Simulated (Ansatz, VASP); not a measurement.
## Two plane-wave programs on Ru

```xyz
2
Lattice="2.6974 0.0000 0.0000 -1.3487 2.3361 0.0000 0.0000 0.0000 4.3699" Properties=species:S:1:pos:R:3 pbc="T T T"
Ru   -0.2023    1.4406    0.7647
Ru    1.5510    0.8955    3.6051
```

Change from the starting cell: shortest bond scaled by 0.7, PAW files.

Alike in both runs: task electric field gradients; functional r2SCAN; k mesh 13 × 13 × 7; occupations fermi-dirac, width 0.05 eV; no spin polarisation.

|  | VASP | Ansatz |
| --- | --- | --- |
| version | VASP 6.6.1 | Ansatz 0.2.0 |
| potentials or method | VASP PAW PBE potentials, release 64 (Ru_pv) | PAW with Ansatz's default frozen-core files, scalar-relativistic |
| plane-wave cutoff (eV) | 520 | 500 |
| valence electrons in the cell | 28 | 32 |

|  | VASP | Ansatz | Ansatz less VASP |
| --- | --- | --- | --- |
| pressure (GPa) | 106.8 | 99.2 | -7.62 |
| traceless stress, the component that is largest in VASP (GPa) | 65.91 | 58.70 | -7.213 |
| rms of the force components (eV/Å) | 12.140 | 11.141 | -0.9994 |
| size of Vzz on the site where it differs most (V/Å²) | 181.7 | 227.0 | +45.29 |

VASP's potentials were made for PBE, not for r2SCAN. Atom by atom the forces differ by 1.011 eV/Å (rms over components). Both programs put the cell under a high pressure, so it lies far from rest at this level. VASP's potentials hold 28 valence electrons a cell and Ansatz's 32, so a difference there can come from the potentials and not from the codes.

Noted on VASP's run: the cell as given lies far from equilibrium.
